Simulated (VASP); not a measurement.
# Ta2NbO3 (P6/mmm) in VASP: a series of runs

Ta2NbO3 is run at these levels: PBE; tasks: relaxation of cell and atoms, single point.

Program: VASP 6.6.1. These are calculated values, not measurements. Logs are shortened: lines on timing, memory, paths and dates and some standing lists are left out, and cuts for length are marked.

## Step 1: The cell of the first run

The structure is hexagonal, space group P6/mmm (No. 191). Conventional cell: a = 5.163 Å, b = 5.163 Å, c = 3.063 Å, α = 90.00°, β = 90.00°, γ = 120.00°. Within 2.8 Å of Ta (site symmetry -6m2) lie 6 O at 2.14 Å. Nb (site symmetry 6/mmm) has 6 Ta at 2.98 Å and 12 O at 3.00 Å and 2 Nb at 3.06 Å within 3.9 Å. Within 2.8 Å of O (site symmetry mmm) lie 4 Ta at 2.14 Å and 4 O at 2.58 Å.

The cell was built from a structure type or drawn by symmetry, and may not be a known phase.

## Step 2: Relaxation of cell and atoms, PBE

INCAR

```
  PREC = Accurate
  ENCUT = 600
  EDIFF = 1E-6
  ISMEAR = 0
  SIGMA = 0.1
  LREAL = False
  LASPH = True
  NELM = 80
  ALGO = Normal
  ISIF = 3
  LWAVE = False
  LCHARG = False
  GGA = PE
  IBRION = 2
  NSW = 90
  EDIFFG = -0.04
```

KPOINTS

```
Automatic mesh
0
Gamma
  6 6 6
```

POSCAR

```
Ta2NbO3
1.0
    5.1632103200      0.0000000000      0.0000000000
   -2.5816051600      4.4714713000      0.0000000000
    0.0000000000      0.0000000000      3.0632669900
Ta Nb O
2 1 3
Direct
    0.3333333300      0.6666666700      0.0000000000
    0.6666666700      0.3333333300      0.0000000000
    0.0000000000      0.0000000000      0.0000000000
    0.5000000000      0.0000000000      0.5000000000
    0.5000000000      0.5000000000      0.5000000000
    0.0000000000      0.5000000000      0.5000000000
```

Potentials or basis: VASP PAW PBE potentials, release 64 (Ta_pv, Nb_sv, O).

On the command line:

```console
cat potpaw_PBE.64/Ta_pv/POTCAR potpaw_PBE.64/Nb_sv/POTCAR potpaw_PBE.64/O/POTCAR > POTCAR
mpirun -np 1 vasp_std > vasp.out
```

OUTCAR:

```text
PREC = Accurate
   ENCUT = 600
   EDIFF = 1E-6
   ISMEAR = 0
   LREAL = False
   LASPH = True
   NELM = 80
   ISIF = 3
   GGA = PE
   IBRION = 2
   NSW = 90
   EDIFFG = -0.04

 ion  position               nearest neighbor table
   1  0.333  0.667  0.000-   4 2.14   4 2.14   6 2.14   6 2.14   5 2.14   5 2.14   2 2.98   3 2.98
                             2 2.98   3 2.98   3 2.98   2 2.98
   2  0.667  0.333  0.000-   4 2.14   4 2.14   6 2.14   6 2.14   5 2.14   5 2.14   1 2.98   3 2.98
                             1 2.98   3 2.98   3 2.98   1 2.98
   3  0.000  0.000  0.000-   1 2.98   2 2.98   1 2.98   2 2.98   2 2.98   1 2.98
   4  0.500  0.000  0.500-   1 2.14   2 2.14   1 2.14   2 2.14
   5  0.500  0.500  0.500-   1 2.14   2 2.14   1 2.14   2 2.14
   6  0.000  0.500  0.500-   1 2.14   2 2.14   1 2.14   2 2.14

  LATTYP: Found a hexagonal cell.
 ALAT       =     5.1632103200
 C/A-ratio  =     0.5932872767

  Lattice vectors:

 A1 = (   5.1632103200,   0.0000000000,   0.0000000000)
 A2 = (  -2.5816051600,   4.4714713000,   0.0000000000)
 A3 = (   0.0000000000,   0.0000000000,   3.0632669900)

Analysis of symmetry for initial positions (statically):
=====================================================================
 Subroutine PRICEL returns:
 Original cell was already a primitive cell.

 Routine SETGRP: Setting up the symmetry group for a
 hexagonal supercell.

 Subroutine GETGRP returns: Found 24 space group operations
 (whereof 24 operations were pure point group operations)
 out of a pool of 24 trial point group operations.

The static configuration has the point symmetry D_6h.

Analysis of symmetry for dynamics (positions and initial velocities):
=====================================================================
 Subroutine PRICEL returns:
 Original cell was already a primitive cell.

 Routine SETGRP: Setting up the symmetry group for a
 hexagonal supercell.

 Subroutine GETGRP returns: Found 24 space group operations
 (whereof 24 operations were pure point group operations)
 out of a pool of 24 trial point group operations.

The dynamic configuration has the point symmetry D_6h.

 Subroutine INISYM returns: Found 24 space group operations
 (whereof 24 operations are pure point group operations),
 and found     1 'primitive' translations

----------------------------------------------------------------------------------------

                                     Primitive cell

[... 107 lines left out ...]
   TEBEG  =    0.0;   TEEND  =   0.0 temperature during run
   PSTRESS=    0.0 pullay stress
   NELECT =      53.0000    total number of electrons
   NUPDOWN=      -1.0000    fix difference up-down
   EMIN   =  10.00;   EMAX   =-10.00  energy-range for DOS
   EFERMI =   0.00;   METHOD = LEGACY
   ISMEAR =     0;   SIGMA  =   0.10  broadening in eV -4-tet -1-fermi 0-gaus
   EFERMI_NEDOS =   21; number of points for ismear=-14 and -15
   IALGO  =     38    algorithm
   IMIX   =      4    mixing-type and parameters
     AMIX     =   0.40;   BMIX     =  1.00
     AMIX_MAG =   1.60;   BMIX_MAG =  1.00
  volume/ion in A,a.u.               =      11.79        79.54
  Fermi-wavevector in a.u.,A,eV,Ry     =   1.487014  2.810049 30.085351  2.211211
  Thomas-Fermi vector in A             =   2.600228
   LORBIT       =      0    0 simple, 1 ext, 2 COOP (PROOUT), +10 PAW based schemes
   GGA     = PE    functional components
   LHFCALC =     F    Hartree Fock is set to
   AEXX    =    0.0000 exact exchange contribution
   IVDW    =     0    specifies the selected vdW correction
   LEPSILON=     F    determine dielectric tensor
   LRPA    =     F    only Hartree local field effects (RPA)
 conjugate gradient relaxation of ions
 non-spin polarized calculation
 Gauss-broadening in eV      SIGMA  =   0.10
  energy-cutoff  :      600.00
  volume of cell :       70.72
 maximum number of plane-waves:      2392
 NGX is ok and might be reduce to    42
   NGX = 21   NGY = 21   NGZ = 13

--------------------------------------- Ionic step        1  -------------------------------------------

 number of electron      53.0000003 magnetization

 Free energy of the ion-electron system (eV)
  ---------------------------------------------------
  ext. energy  EPLUGINS =         0.00000000
  ---------------------------------------------------
  free energy    TOTEN  =       -54.65295306 eV

  energy without entropy =      -54.62739364  energy(sigma->0) =      -54.64017335

------------------------ aborting loop because EDIFF is reached ----------------------------------------

  FORCE on cell =-STRESS in cart. coord.  units (eV):
  Direction    XX          YY          ZZ          XY          YZ          ZX
  --------------------------------------------------------------------------------------
  -------------------------------------------------------------------------------------
  Total        2.9077192      2.9077192     10.6490395      0.0000000     -0.0000000      0.0000000
  in kB       65.8730753     65.8730752    241.2492121      0.0000000     -0.0000000      0.0000000
  external PRESSURE =     124.3317875 kB  Pullay stress =       0.0000000 kB
[... 187 lines left out ...]
--------------------------------------- Ionic step        6  -------------------------------------------

 number of electron      52.9999995 magnetization

 Free energy of the ion-electron system (eV)
  ---------------------------------------------------
  ext. energy  EPLUGINS =         0.00000000
  ---------------------------------------------------
  free energy    TOTEN  =       -54.89925378 eV

  energy without entropy =      -54.87199164  energy(sigma->0) =      -54.88562271

 E-fermi :   8.4307     XC(G=0): -12.4721

 val. band max:        8.4298719909   @ k =   0.1667   0.0000   0.3333
 cond. band min:       8.4866903259   @ k =   0.1667   0.0000   0.1667
 fundamental gap:      0.0568183350
 Fermi energy:         8.4307427323

 k-point     1 :       0.0000    0.0000    0.0000
  band No.  band energies     occupation
      1     -46.5892      2.00000
      2     -27.6628      2.00000
      3     -27.6628      2.00000
      4     -27.6225      2.00000
      5     -27.4986      2.00000
      6     -27.2302      2.00000
[... 805 lines left out ...]
     30      10.2786      0.00000
     31      11.2682      0.00000

 [... further k-points ...]

------------------------ aborting loop because EDIFF is reached ----------------------------------------

  FORCE on cell =-STRESS in cart. coord.  units (eV):
  Direction    XX          YY          ZZ          XY          YZ          ZX
  --------------------------------------------------------------------------------------
  -------------------------------------------------------------------------------------
  Total       -0.1012293     -0.1012293     -0.1967171      0.0000000     -0.0000000      0.0000000
  in kB       -2.1948467     -2.1948467     -4.2652073      0.0000000     -0.0000000      0.0000000
  external PRESSURE =      -2.8849669 kB  Pullay stress =       0.0000000 kB
[... 21 lines left out ...]
  FREE ENERGIE OF THE ION-ELECTRON SYSTEM (eV)
  ---------------------------------------------------
  free  energy   TOTEN  =       -54.8992537781 eV

  energy  without entropy=      -54.8719916354  energy(sigma->0) =      -54.88562271

 reached required accuracy - stopping structural energy minimisation
```

CONTCAR:

```text
Ta2NbO3
   1.00000000000000
     5.1524133582184373   -0.0000000000000000   -0.0000000000000000
    -2.5762066791092186    4.4621208568289772    0.0000000000000000
    -0.0000000000000000    0.0000000000000000    3.2141081560716835
  Ta              Nb              O
     2     1     3
Direct
     0.3333333300000021    0.6666666699999979    0.0000000000000000
     0.6666666699999979    0.3333333300000021    0.0000000000000000
     0.0000000000000000    0.0000000000000000    0.0000000000000000
     0.5000000000000000    0.0000000000000000    0.5000000000000000
     0.5000000000000000    0.5000000000000000    0.5000000000000000
     0.0000000000000000    0.5000000000000000    0.5000000000000000

  0.00000000E+00  0.00000000E+00  0.00000000E+00
  0.00000000E+00  0.00000000E+00  0.00000000E+00
  0.00000000E+00  0.00000000E+00  0.00000000E+00
  0.00000000E+00  0.00000000E+00  0.00000000E+00
  0.00000000E+00  0.00000000E+00  0.00000000E+00
  0.00000000E+00  0.00000000E+00  0.00000000E+00
```

Run time: 4.2 min. Hardware: 1 thread of AMD EPYC 9R45 (Zen 5), shared host; peak memory 0.22 GiB.

Results:

```yaml
Free_energy: -54.8993 eV
Relaxed_volume: 12.32 Å³/atom
Relaxed_cell: a = 5.152 Å, b = 5.152 Å, c = 3.214 Å, α = 90.00°, β = 90.00°, γ = 120.00°
Space_group_after_relaxing_to_0.1_Å: P6/mmm (No. 191)
Energy_gained_by_relaxing: 41.1 meV/atom
Ionic_steps: 6
Pressure_after_relaxing: -0.3 GPa
Band_gap_on_the_k_mesh: zero (an odd number of electrons rules out a gap without spin polarisation)
```

Step by step:
| step | energy change (eV) | largest force (eV/Å) | pressure (GPa) | volume (Å³) |
| --- | --- | --- | --- | --- |
| 1 | 0.0000 | 0.0000 | 12.43 | 70.72 |
| 2 | 0.1242 | 0.0000 | -16.25 | 80.41 |
| 3 | -0.2136 | 0.0000 | -2.42 | 74.84 |
| 4 | -0.2138 | 0.0000 | -2.18 | 74.75 |
| 5 | -0.2459 | 0.0000 | -0.07 | 73.80 |
| 6 | -0.2463 | 0.0000 | -0.29 | 73.89 |

Final structure:
```xyz
6
Lattice="5.1524 0.0000 0.0000 -2.5762 4.4621 0.0000 0.0000 0.0000 3.2141" Properties=species:S:1:pos:R:3 pbc="T T T"
Ta    0.0000    2.9747    0.0000
Ta    2.5762    1.4874    0.0000
Nb    0.0000    0.0000    0.0000
O     2.5762    0.0000    1.6071
O     1.2881    2.2311    1.6071
O    -1.2881    2.2311    1.6071
```

Levels at points of the mesh, in eV from the Fermi level:
| k point | band 23 | band 24 | band 25 | band 26 | band 27 | band 28 | band 29 | band 30 | band 31 |
| --- | --- | --- | --- | --- | --- | --- | --- | --- | --- |
| (0.00, 0.00, 0.00) | -3.69 | -2.15 | -0.61 | -0.61 | 0.16 | 0.16 | 0.28 | 0.28 | 1.20 |
| (0.50, 0.00, 0.00) | -2.63 | -2.39 | -1.84 | -0.08 | 0.11 | 0.11 | 1.34 | 1.52 | 1.82 |
| (0.00, 0.00, 0.50) | -1.51 | -1.13 | -1.13 | -0.11 | -0.11 | 0.82 | 0.82 | 2.00 | 2.00 |
| (0.50, 0.00, 0.50) | -3.00 | -1.49 | -0.63 | -0.49 | -0.20 | 0.31 | 0.50 | 2.54 | 2.88 |

Caveat: spin-orbit coupling is left out, which moves the levels of the heavy elements; an odd number of electrons without spin polarisation forces a metal; a magnetic or distorted state may lie lower.

## Step 3: Single point, PBE

This run uses another cell than the first one, of 12.28 Å³/atom.

INCAR

```
PREC     = Accurate       # precision mode
ENCUT    = 520            # plane-wave cutoff, eV
EDIFF    = 1E-6           # SCF threshold, eV
ISMEAR   = 0              # smearing method
SIGMA    = 0.1            # smearing width, eV
LREAL    = False          # projectors in reciprocal space
LASPH    = True           # aspherical terms in the spheres
NELM     = 80             # most SCF steps
ALGO     = Normal         # electronic algorithm
ISIF     = 2              # what is computed and relaxed
LWAVE    = False          # write WAVECAR
LCHARG   = False          # write CHGCAR
GGA      = PE             # functional
NBANDS   = 36             # bands
```

KPOINTS

```
Automatic mesh
0
Gamma
  12 12 12
```

POSCAR

```
Ta2NbO3
1.0
    5.1422152194      0.0000000000      0.0000000000
   -2.5711076097      4.4532890117      0.0000000000
    0.0000000000      0.0000000000      3.2179400909
Ta Nb O
2 1 3
Direct
    0.3333333333      0.6666666667      0.0000000000
    0.6666666667      0.3333333333      0.0000000000
    0.0000000000      0.0000000000      0.0000000000
    0.5000000000      0.0000000000      0.5000000000
    0.5000000000      0.5000000000      0.5000000000
    0.0000000000      0.5000000000      0.5000000000
```

Potentials or basis: VASP PAW PBE potentials, release 64 (Ta_pv, Nb_sv, O).

On the command line:

```console
cat potpaw_PBE.64/Ta_pv/POTCAR potpaw_PBE.64/Nb_sv/POTCAR potpaw_PBE.64/O/POTCAR > POTCAR
mpirun -np 1 vasp_std > vasp.out
```

Run time: 3.6 min. Hardware: 1 thread of AMD EPYC 9R45 (Zen 5), shared host; peak memory 0.39 GiB.

It converged, with:

```
Free energy            : -54.8736 eV
Pressure               : 0.4 GPa
Band gap on the k mesh : zero (an odd number of electrons rules out a gap without spin polarisation)
```

Stress tensor (GPa, compression positive):
```
0.25 0.00 0.00
0.00 0.25 0.00
0.00 0.00 0.69
```

Levels at points of the mesh, in eV from the Fermi level:
```csv
k point,band 22,band 23,band 24,band 25,band 26,band 27,band 28,band 29,band 30,band 31
"(0.00, 0.00, 0.00)",-4.36,-3.66,-2.13,-0.60,-0.60,0.15,0.15,0.28,0.28,1.26
"(0.50, 0.00, 0.00)",-4.33,-2.64,-2.38,-1.83,-0.08,0.10,0.12,1.34,1.54,1.69
"(0.00, 0.00, 0.50)",-3.44,-1.53,-1.12,-1.12,-0.11,-0.11,0.85,0.85,2.01,2.01
"(0.50, 0.00, 0.50)",-3.85,-3.01,-1.50,-0.61,-0.50,-0.20,0.29,0.52,2.57,2.89
```

Caveat: spin-orbit coupling is left out, which moves the levels of the heavy elements; an odd number of electrons without spin polarisation forces a metal; a magnetic or distorted state may lie lower.
